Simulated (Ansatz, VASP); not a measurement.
# Two plane-wave programs on Mn

The input INCAR:

```
SYSTEM = Mn
PREC     = Accurate       ! precision mode
ENCUT    = 600            ! plane-wave cutoff, eV
EDIFF    = 1E-6           ! SCF threshold, eV
ISMEAR   = -1             ! smearing method
SIGMA    = 0.05           ! smearing width, eV
LREAL    = .False.        ! projectors in reciprocal space
LASPH    = .True.         ! aspherical terms in the spheres
NELM     = 150            ! most SCF steps
ALGO     = Normal         ! electronic algorithm
ISIF     = 3              ! what is computed and relaxed
LWAVE    = .False.        ! write WAVECAR
LCHARG   = .False.        ! write CHGCAR
ISPIN    = 2              ! spin polarisation
MAGMOM   = 3 3 -3 -3      ! initial moments
LORBIT   = 11             ! projections on sites
LMAXMIX  = 4              ! l up to which the mixer works
GGA      = RP             ! functional
IBRION   = 2              ! ionic algorithm
NSW      = 80             ! ionic steps
EDIFFG   = -0.01          ! ionic threshold
```

The input KPOINTS:

```
Automatic mesh
0
Gamma
  14 14 4
  0 0 0
```

Contents of POSCAR:

```
Mn
1.0
    2.5517868831      0.0000000000      0.0000000000
   -1.2758934415      2.2099122658      0.0000000000
    0.0000000000      0.0000000000      8.3341359602
Mn
4
Direct
    0.0000000000      0.0000000000      0.0000000000
    0.0000000000      0.0000000000      0.5000000000
    0.3333333333      0.6666666667      0.2500000000
    0.6666666667      0.3333333333      0.7500000000
```

Input for Ansatz:

```yaml
crystal:
  lattice:
    - [2.5517868831, 0.0, 0.0]
    - [-1.2758934415, 2.2099122658, 0.0]
    - [0.0, 0.0, 8.3341359602]
  atoms:
    - { symbol: Mn, position: [0.0, 0.0, 0.0], spin: 3.0 }
    - { symbol: Mn, position: [0.0, 0.0, 0.5], spin: 3.0 }
    - { symbol: Mn, position: [0.3333333333, 0.6666666667, 0.25], spin: -3.0 }
    - { symbol: Mn, position: [0.6666666667, 0.3333333333, 0.75], spin: -3.0 }
hamiltonian:
  xc: rpbe
  pseudopotentials:
    kind: paw
    azcp:
      Mn: "pseudopotentials/Mn.paw.azcp"
basis:
  ecutwfc: 420
  fft_grid_basis: typed
kpoints:
  mp_grid: { grid: [14, 14, 4], shift: [0, 0, 0] }
magnetization:
  spin_polarized: true
scf:
  occupations: { method: fermi_dirac, width: 0.05 }
relax:
  max_steps: 60
  f_tol: 0.01
  cell: {}
output:
  write_density: true
  write_potential: true
  elf: true
  volumetric_format: npy
```

Alike in both runs: task relaxation of cell and atoms; functional RPBE; k mesh 14 × 14 × 4; occupations fermi-dirac, width 0.05 eV; collinear spin.

|  | VASP | Ansatz |
| --- | --- | --- |
| version | VASP 6.6.1 | Ansatz 0.2.0 |
| potentials or method | VASP PAW PBE potentials, release 64 (Mn_pv), cutoff 600 eV | plane waves (420 eV) with PAW, scalar-relativistic |
| valence electrons in the cell | 52 | 60 |

Ansatz gave:

* net moment per atom (μB): 0.05
* size of the moment on the site where the two differ most (μB): 0.90
* relaxed volume (Å³/atom): 11.10
* relaxed length of the cell vector where the two differ most in proportion (Å): 8.148

Task: Estimate VASP's values.

Result: net moment per atom (μB): 0.06; size of the moment on the site where the two differ most (μB): 0.99; relaxed volume (Å³/atom): 11.13; relaxed length of the cell vector where the two differ most in proportion (Å): 8.156.

VASP's potentials were made for PBE, not for RPBE. Site moments also hang on the region over which each program counts them. VASP's potentials hold 52 valence electrons a cell and Ansatz's 60, so a difference there can come from the potentials and not from the codes.
